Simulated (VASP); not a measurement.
# SnTe (Fm-3m) in VASP: a series of runs

The runs below take SnTe through single point, with r2SCAN+rVV10.

All numbers are computed with VASP 6.6.1; they aren't measurements. Logs are shortened: lines on timing, memory, paths and dates and some standing lists are left out, and cuts for length are marked.

## 1. The cell of the first run

The structure is cubic, space group Fm-3m (No. 225). The conventional cell has a = 6.217 Å, b = 6.217 Å, c = 6.217 Å, α = 90.00°, β = 90.00°, γ = 90.00°. Within 4.1 Å of Te (site symmetry m-3m) lie 6 Sn at 3.11 Å. Sn (site symmetry m-3m) has 6 Te at 3.11 Å within 4.1 Å.

## 2. Single point, r2SCAN+rVV10

Contents of POSCAR:

```
SnTe
1.0
    0.0000000000      3.1082657258      3.1082657258
    3.1082657258      0.0000000000      3.1082657258
    3.1082657258      3.1082657258      0.0000000000
Te Sn
1 1
Direct
    0.5000000000      0.5000000000      0.5000000000
    0.0000000000      0.0000000000      0.0000000000
```

Contents of INCAR.step1:

```
SYSTEM = SnTe
  ALGO = Normal
  EDIFF = 1E-4
  ENCUT = 520
  GGA = PE
  ISMEAR = -1
  LASPH = .True.
  LCHARG = .False.
  LREAL = .False.
  LWAVE = .True.
  NBANDS = 17
  NELM = 60
  PREC = Accurate
  SIGMA = 0.05
```

Contents of INCAR.step2:

```
SYSTEM = SnTe
  ALGO = Normal
  BPARAM = 11.95
  CPARAM = 0.0093
  EDIFF = 1E-6
  ENCUT = 520
  ISIF = 2
  ISMEAR = -1
  ISTART = 1
  IVDW_NL = 2
  LASPH = .True.
  LCHARG = .False.
  LMIXTAU = .True.
  LREAL = .False.
  LUSE_VDW = .True.
  LWAVE = .False.
  METAGGA = R2SCAN
  NBANDS = 17
  NELM = 60
  PREC = Accurate
  SIGMA = 0.05
```

Contents of KPOINTS:

```
k-points
0
Gamma
  7 7 7
  0 0 0
```

Potentials or basis: VASP PAW PBE potentials, release 64 (Te, Sn_d).

Started as:

```sh
cat potpaw_PBE.64/Te/POTCAR potpaw_PBE.64/Sn_d/POTCAR > POTCAR
cp INCAR.step1 INCAR
mpirun -np 1 vasp_std > vasp.out
cp INCAR.step2 INCAR
mpirun -np 1 vasp_std > vasp.out
```

OUTCAR:

```text
SYSTEM = SnTe
   BPARAM = 11.95
   EDIFF = 1E-6
   ENCUT = 520
   ISIF = 2
   ISMEAR = -1
   ISTART = 1
   IVDW_NL = 2
   LASPH = .True.
   LREAL = .False.
   METAGGA = R2SCAN
   NELM = 60
   PREC = Accurate

 ion  position               nearest neighbor table
   1  0.500  0.500  0.500-   2 3.11   2 3.11   2 3.11   2 3.11   2 3.11   2 3.11
   2  0.000  0.000  0.000-   1 3.11   1 3.11   1 3.11   1 3.11   1 3.11   1 3.11

  LATTYP: Found a face centered cubic cell.
 ALAT       =     6.2165314516

  Lattice vectors:

 A1 = (   0.0000000000,   3.1082657258,   3.1082657258)
 A2 = (   3.1082657258,   0.0000000000,   3.1082657258)
 A3 = (   3.1082657258,   3.1082657258,   0.0000000000)

Analysis of symmetry for initial positions (statically):
[... 33 lines left out ...]
                                     Primitive cell

  volume of cell :      60.0599

  direct lattice vectors                    reciprocal lattice vectors
     0.000000000  3.108265726  3.108265726    -0.160861408  0.160861408  0.160861408
     3.108265726  0.000000000  3.108265726     0.160861408 -0.160861408  0.160861408
     3.108265726  3.108265726  0.000000000     0.160861408  0.160861408 -0.160861408

  length of vectors
     4.395751545  4.395751545  4.395751545     0.278620131  0.278620131  0.278620131

  position of ions in fractional coordinates (direct lattice)
     0.500000000  0.500000000  0.500000000
     0.000000000  0.000000000  0.000000000

  ion indices of the primitive-cell ions
   primitive index   ion index
                 1           1
                 2           2

----------------------------------------------------------------------------------------

 KPOINTS: k-points

Automatic generation of k-mesh.
 Grid dimensions read from file:
 generate k-points for:    7    7    7

 Generating k-lattice:

  Cartesian coordinates                     Fractional coordinates (reciprocal lattice)
    -0.022980201  0.022980201  0.022980201     0.142857143  0.000000000  0.000000000
     0.022980201 -0.022980201  0.022980201     0.000000000  0.142857143  0.000000000
     0.022980201  0.022980201 -0.022980201     0.000000000  0.000000000  0.142857143

  Length of vectors
     0.039802876  0.039802876  0.039802876

  Shift w.r.t. Gamma in fractional coordinates (k-lattice)
     0.000000000  0.000000000  0.000000000

 Subroutine IBZKPT returns following result:
 ===========================================

 Found     20 irreducible k-points:

 Following reciprocal coordinates:
            Coordinates               Weight
  0.000000  0.000000  0.000000      1.000000
  0.142857  0.000000  0.000000      8.000000
  0.285714  0.000000  0.000000      8.000000
  0.428571  0.000000  0.000000      8.000000
  0.142857  0.142857  0.000000      6.000000
  0.285714  0.142857  0.000000     24.000000
[... 12 lines left out ...]
 -0.428571  0.428571  0.142857     24.000000
 -0.285714  0.428571  0.142857     24.000000
   k-points           NKPTS =     20   k-points in BZ     NKDIM =     20   number of bands    NBANDS=     17
   number of dos      NEDOS =    301   number of ions     NIONS =      2
   total plane-waves  NPLWV =  46656
   dimension x,y,z NGX =    36 NGY =   36 NGZ =   36
   dimension x,y,z NGXF=    72 NGYF=   72 NGZF=   72
   ions per type =               1   1
   NGX,Y,Z   is equivalent  to a cutoff of  13.62, 13.62, 13.62 a.u.
   NGXF,Y,Z  is equivalent  to a cutoff of  27.23, 27.23, 27.23 a.u.
 SYSTEM =  SnTe
   PREC   = accura    normal or accurate (medium, high low for compatibility)
   ISTART =      1    job   : 0-new  1-cont  2-samecut
   ICHARG =      0    charge: 1-file 2-atom 10-const
   ISPIN  =      1    spin polarized calculation?
   LNONCOLLINEAR =      F non collinear calculations
   LSORBIT =      F    spin-orbit coupling
   LASPH  =      T    aspherical Exc in radial PAW
   ENCUT  =  520.0 eV  38.22 Ry    6.18 a.u.   8.17  8.17  8.17*2*pi/ulx,y,z
   NELM   =     60;   NELMIN=  2; NELMDL=  0     # of ELM steps
   EDIFF  = 0.1E-05   stopping-criterion for ELM
   LREAL  =      F    real-space projection
   EDIFFG = 0.1E-04   stopping-criterion for IOM
   NSW    =      0    number of steps for IOM
   IBRION =     -1    ionic relax: 0-MD 1-quasi-New 2-CG
   NFREE  =      0    steps in history (QN), initial steepest desc. (CG)
   ISIF   =      2    stress and relaxation
   ISYM   =      2    0-nonsym 1-usesym 2-fastsym
   POTIM  = 0.5000    time-step for ionic-motion
   TEBEG  =    0.0;   TEEND  =   0.0 temperature during run
   PSTRESS=    0.0 pullay stress
   NELECT =      20.0000    total number of electrons
   NUPDOWN=      -1.0000    fix difference up-down
   EMIN   =  10.00;   EMAX   =-10.00  energy-range for DOS
   EFERMI =   0.00;   METHOD = LEGACY
   ISMEAR =    -1;   SIGMA  =   0.05  broadening in eV -4-tet -1-fermi 0-gaus
   EFERMI_NEDOS =   21; number of points for ismear=-14 and -15
   IALGO  =     38    algorithm
   IMIX   =      4    mixing-type and parameters
     AMIX     =   0.40;   BMIX     =  1.00
     AMIX_MAG =   1.60;   BMIX_MAG =  1.00
  volume/ion in A,a.u.               =      30.03       202.65
  Fermi-wavevector in a.u.,A,eV,Ry     =   1.134723  2.144316 17.518825  1.287597
  Thomas-Fermi vector in A             =   2.271428
   LORBIT       =      0    0 simple, 1 ext, 2 COOP (PROOUT), +10 PAW based schemes
   METAGGA = R2SCAN    functional components
   LHFCALC =     F    Hartree Fock is set to
   AEXX    =    0.0000 exact exchange contribution
   IVDW_NL    =     2    kernel type
   BPARAM     =11.9500
   IVDW    =     0    specifies the selected vdW correction
   LEPSILON=     F    determine dielectric tensor
   LRPA    =     F    only Hartree local field effects (RPA)
 non-spin polarized calculation
  energy-cutoff  :      520.00
  volume of cell :       60.06
 maximum number of plane-waves:      1639
 NGX is ok and might be reduce to    36
   NGX = 17   NGY = 17   NGZ = 17

 number of electron      19.9999998 magnetization

 Free energy of the ion-electron system (eV)
  ---------------------------------------------------
  ext. energy  EPLUGINS =         0.00000000
  ---------------------------------------------------
  free energy    TOTEN  =       -50.12074785 eV

  energy without entropy =      -50.12046810  energy(sigma->0) =      -50.12060798

 E-fermi :   7.5854     XC(G=0): -10.3110

 val. band max:        7.3537876363   @ k =   0.4286   0.0000   0.0000
 cond. band min:       7.8564069228   @ k =   0.4286   0.0000   0.0000
 fundamental gap:      0.5026192865
 Fermi energy:         7.5853816298

 k-point     1 :       0.0000    0.0000    0.0000
  band No.  band energies     occupation
      1     -15.2161      2.00000
      2     -15.2161      2.00000
      3     -15.2012      2.00000
      4     -15.2012      2.00000
      5     -15.2012      2.00000
      6      -6.3013      2.00000
[... 9 lines left out ...]
     16      12.3826      0.00000
     17      14.5501      0.00000

 k-point     2 :       0.1429    0.0000    0.0000
  band No.  band energies     occupation
      1     -15.2172      2.00000
      2     -15.2172      2.00000
      3     -15.2008      2.00000
      4     -15.1997      2.00000
      5     -15.1997      2.00000
      6      -6.1087      2.00000
[... 9 lines left out ...]
     16      12.8299      0.00000
     17      15.9494      0.00000

 k-point     3 :       0.2857    0.0000    0.0000
  band No.  band energies     occupation
      1     -15.2203      2.00000
      2     -15.2203      2.00000
      3     -15.2000      2.00000
      4     -15.1962      2.00000
      5     -15.1962      2.00000
      6      -5.5760      2.00000
[... 9 lines left out ...]
     16      14.0546      0.00000
     17      18.5541      0.00000

 k-point     4 :       0.4286    0.0000    0.0000
  band No.  band energies     occupation
      1     -15.2229      2.00000
      2     -15.2229      2.00000
      3     -15.1994      2.00000
      4     -15.1932      2.00000
      5     -15.1932      2.00000
      6      -4.9488      2.00000
[... 9 lines left out ...]
     16      15.9123      0.00000
     17      17.6886      0.00000

 k-point     5 :       0.1429    0.1429    0.0000
  band No.  band energies     occupation
      1     -15.2202      2.00000
      2     -15.2149      2.00000
      3     -15.2021      2.00000
      4     -15.1987      2.00000
      5     -15.1987      2.00000
      6      -6.0448      2.00000
[... 9 lines left out ...]
     16      13.5680      0.00000
     17      14.8285      0.00000

 k-point     6 :       0.2857    0.1429    0.0000
  band No.  band energies     occupation
      1     -15.2243      2.00000
      2     -15.2157      2.00000
      3     -15.2018      2.00000
      4     -15.1962      2.00000
      5     -15.1954      2.00000
      6      -5.6253      2.00000
[... 9 lines left out ...]
     16      14.8075      0.00000
     17      16.4638      0.00000

 k-point     7 :       0.4286    0.1429    0.0000
  band No.  band energies     occupation
      1     -15.2267      2.00000
      2     -15.2190      2.00000
      3     -15.1998      2.00000
      4     -15.1942      2.00000
      5     -15.1924      2.00000
      6      -5.0055      2.00000
[... 9 lines left out ...]
     16      16.5819      0.00000
     17      17.5571      0.00000

 k-point     8 :      -0.4286    0.1429    0.0000
  band No.  band energies     occupation
      1     -15.2255      2.00000
      2     -15.2219      2.00000
      3     -15.1983      2.00000
      4     -15.1937      2.00000
      5     -15.1924      2.00000
      6      -4.7327      2.00000
[... 9 lines left out ...]
     16      15.7545      0.00000
     17      18.2661      0.00000
[... 123 lines left out ...]
      1     -15.2406      2.00000
      2     -15.2103      2.00000
      3     -15.2058      2.00000
      4     -15.1881      2.00000
      5     -15.1881      2.00000
      6      -4.5850      2.00000
[... 9 lines left out ...]
     16      18.1383      0.00000
     17      18.9631      0.00000

 k-point    16 :      -0.4286    0.4286    0.0000
  band No.  band energies     occupation
      1     -15.2397      2.00000
      2     -15.2120      2.00000
      3     -15.2043      2.00000
      4     -15.1887      2.00000
      5     -15.1880      2.00000
      6      -4.4176      2.00000
[... 9 lines left out ...]
     16      17.4738      0.00000
     17      18.0246      0.00000

 k-point    17 :       0.4286    0.2857    0.1429
  band No.  band energies     occupation
      1     -15.2283      2.00000
      2     -15.2164      2.00000
      3     -15.2013      2.00000
      4     -15.1936      2.00000
      5     -15.1931      2.00000
      6      -5.1540      2.00000
[... 9 lines left out ...]
     16      16.3074      0.00000
     17      17.1774      0.00000

 k-point    18 :      -0.4286    0.2857    0.1429
  band No.  band energies     occupation
      1     -15.2297      2.00000
      2     -15.2187      2.00000
      3     -15.1985      2.00000
      4     -15.1945      2.00000
      5     -15.1906      2.00000
      6      -4.6414      2.00000
[... 9 lines left out ...]
     16      16.7233      0.00000
     17      18.1328      0.00000

 k-point    19 :      -0.4286    0.4286    0.1429
  band No.  band energies     occupation
      1     -15.2365      2.00000
      2     -15.2141      2.00000
      3     -15.2025      2.00000
      4     -15.1914      2.00000
      5     -15.1882      2.00000
      6      -4.4958      2.00000
[... 9 lines left out ...]
     16      17.6699      0.00000
     17      18.5693      0.00000

 k-point    20 :      -0.2857    0.4286    0.1429
  band No.  band energies     occupation
      1     -15.2336      2.00000
      2     -15.2170      2.00000
      3     -15.1986      2.00000
      4     -15.1949      2.00000
      5     -15.1882      2.00000
      6      -4.3875      2.00000
[... 9 lines left out ...]
     16      17.7729      0.00000
     17      18.5870      0.00000

------------------------ aborting loop because EDIFF is reached ----------------------------------------

  FORCE on cell =-STRESS in cart. coord.  units (eV):
  Direction    XX          YY          ZZ          XY          YZ          ZX
  --------------------------------------------------------------------------------------
  -------------------------------------------------------------------------------------
  Total        1.1190404      1.1190404      1.1190404     -0.0000000     -0.0000000      0.0000000
  in kB       29.8518982     29.8518982     29.8518982     -0.0000000     -0.0000000      0.0000000
  external PRESSURE =      29.8518982 kB  Pullay stress =       0.0000000 kB

 VOLUME and BASIS-vectors are now :
 -----------------------------------------------------------------------------
  energy-cutoff  :      520.00
  volume of cell :       60.06
      direct lattice vectors                 reciprocal lattice vectors
     0.000000000  3.108265726  3.108265726    -0.160861408  0.160861408  0.160861408
     3.108265726  0.000000000  3.108265726     0.160861408 -0.160861408  0.160861408
     3.108265726  3.108265726  0.000000000     0.160861408  0.160861408 -0.160861408

 POSITION                                       TOTAL-FORCE (eV/Angst)
 -----------------------------------------------------------------------------------
      3.10827      3.10827      3.10827         0.000000      0.000000     -0.000000
      0.00000      0.00000      0.00000        -0.000000      0.000000      0.000000
 -----------------------------------------------------------------------------------
    total drift:                               -0.000000      0.000000      0.000000

  FREE ENERGIE OF THE ION-ELECTRON SYSTEM (eV)
  ---------------------------------------------------
  free  energy   TOTEN  =       -50.1207478510 eV

  energy  without entropy=      -50.1204681049  energy(sigma->0) =      -50.12060798
```

Run time: 94 s. Hardware: 1 thread of Intel Xeon 6975P-C (Granite Rapids), shared host; peak memory 0.38 GiB.

What came out:

| Item | Value |
| --- | --- |
| Free energy | -50.1207 eV |
| Pressure | 3.0 GPa |

Caveat: this odd mesh misses L, where the gap lies, so gap, dielectric constants and Born charges aren't listed; the PAW data sets were made with another functional, which shifts forces and pressure a little; spin-orbit coupling is left out, which moves the levels of the heavy elements.

[end of part 1 of 2]
